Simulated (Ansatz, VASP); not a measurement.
**HfGe: VASP beside Ansatz**

```
Hf Ge
1.0
     3.50084    0.00000    0.00000
     0.00000    3.50084    0.00000
     0.00000    0.00000    3.50084
Hf Ge
1 1
Cartesian
  0.0000 0.0000 0.0000
  1.7504 1.7504 1.7504
```

Alike in both runs: task relaxation of cell and atoms; functional PBE0; k mesh 4 × 4 × 4; occupations fermi-dirac, width 0.05 eV; no spin polarisation.

|  | VASP | Ansatz |
| --- | --- | --- |
| version | VASP 6.6.1 | Ansatz 0.2.0 |
| potentials or method | VASP PAW PBE potentials, release 64 (Hf_pv, Ge_d) | Ansatz PAW |
| plane-wave cutoff (eV) | 600 | 420 |
| valence electrons in the cell | 24 | 40 |

Ansatz gave:

- gap on the k mesh at the Fermi level, each at its own relaxed structure (eV): none
- relaxed volume (Å³/atom): 18.99
- relaxed length of the cell vector where the two differ most in proportion (Å): 3.361

Problem. Which values does VASP return?

Solution. gap on the k mesh at the Fermi level, each at its own relaxed structure (eV): none; relaxed volume (Å³/atom): 18.76; relaxed length of the cell vector where the two differ most in proportion (Å): 3.347.

A gap of «none» marks a metal or a gap that the smearing closes. VASP's potentials hold 24 valence electrons a cell and Ansatz's 40, so a difference there can come from the potentials and not from the codes.

The k mesh is coarse, so the values compare programs but aren't converged. Neither program's run includes spin-orbit coupling. Noted on Ansatz's run: the plane-wave basis is chosen anew once the cell has moved, so the energies of steps on either side of that aren't comparable.
